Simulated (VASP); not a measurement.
A run of VASP 6.6.1 is set up as follows.

INCAR

```
  PREC = Accurate
  ENCUT = 400
  EDIFF = 1E-6
  ISMEAR = -1
  SIGMA = 0.05
  LREAL = Auto
  LASPH = T
  NELM = 120
  ALGO = Normal
  ISIF = 2
  LWAVE = F
  LCHARG = F
  GGA = PE
  NBANDS = 119
  ISYM = -1
  GGA_COMPAT = F
```

KPOINTS

```
explicit points
1
Reciprocal
  0.25000000   0.25000000   0.25000000 1
```

The input POSCAR:

```
Co14NiW5
1.0
    6.4067140000     -0.0639040000     -0.2633820000
   -0.0639040000      6.1558140000      0.0545630000
   -0.2633820000      0.0545630000      6.6380590000
Co W Ni
14 5 1
Direct
    0.7329476563      0.9238384374      0.5160035220
    0.4439796640      0.2443516990      0.6572304781
    0.2434671993      0.4970146633      0.7919048726
    0.2948544983      0.3162764274      0.3083320556
    0.4704928230      0.6028768094      0.5134774447
    0.5571722691      0.0394517698      0.1494378914
    0.3162845957      0.7051599977      0.1338831162
    0.7972137379      0.1513694854      0.8412431368
    0.9685851788      0.5068992059      0.0898821418
    0.5691550128      0.4220294816      1.0016364710
    0.3229481621      0.9468489507      0.4248053254
    0.6917895382      0.6999082065      0.2193497859
    0.8023219122      0.5342340176      0.7305561368
    0.2546257647      0.1637607167      0.9674521674
    0.0715598164      0.6359719701      0.4562579255
    0.0426818761      0.8440565223      0.8024959377
    0.5432181658      0.8125707495      0.8534064836
    0.9748129817      0.9695723422      0.1761715913
    0.7075063882      0.3249798765      0.4064991846
    0.0362650116      0.1870923991      0.5582257146
```

Potentials or basis: VASP PAW PBE potentials, release 64 (Co, W_sv, Ni).

Run with:

```console
$ cat potpaw_PBE.64/Co/POTCAR potpaw_PBE.64/W_sv/POTCAR potpaw_PBE.64/Ni/POTCAR > POTCAR
$ mpirun -np 1 vasp_std > vasp.out
```

**Question.** Estimate the pressure.

**Answer.** -16.7 GPa.

**Question.** Estimate the largest force.

**Answer.** 1.294 eV/Å.

Forces on the atoms (eV/Å):
```
Co  -0.011 -0.470 -0.012
Co   0.630 -1.070  0.004
Co  -0.820  0.703  0.712
Co  -0.150  0.187 -0.494
Co   0.406  0.578  0.030
Co   0.175  0.764  0.950
Co  -0.214 -0.254 -0.040
Co   0.147 -0.105  0.345
Co   0.543 -0.512 -0.336
Co  -0.053 -0.486  0.430
Co  -0.098  0.530  0.700
Co   0.134 -0.458  0.341
Co  -0.290 -0.158 -0.274
Co  -0.532 -0.229 -0.300
W   -0.479 -0.609 -0.991
W    0.361  0.147  0.722
W    0.120  0.388 -1.023
W   -0.444  1.022  0.296
W   -0.669  0.107 -1.025
Ni   1.243 -0.076 -0.036
```

Caveat: the atoms stand as in a frame of molecular dynamics; spin-orbit coupling is left out, which moves the levels of the heavy elements; the run has no spin polarisation, though such a crystal can be magnetic. Spin polarisation is off, so any magnetic state and its effect on volume and gap are missing.
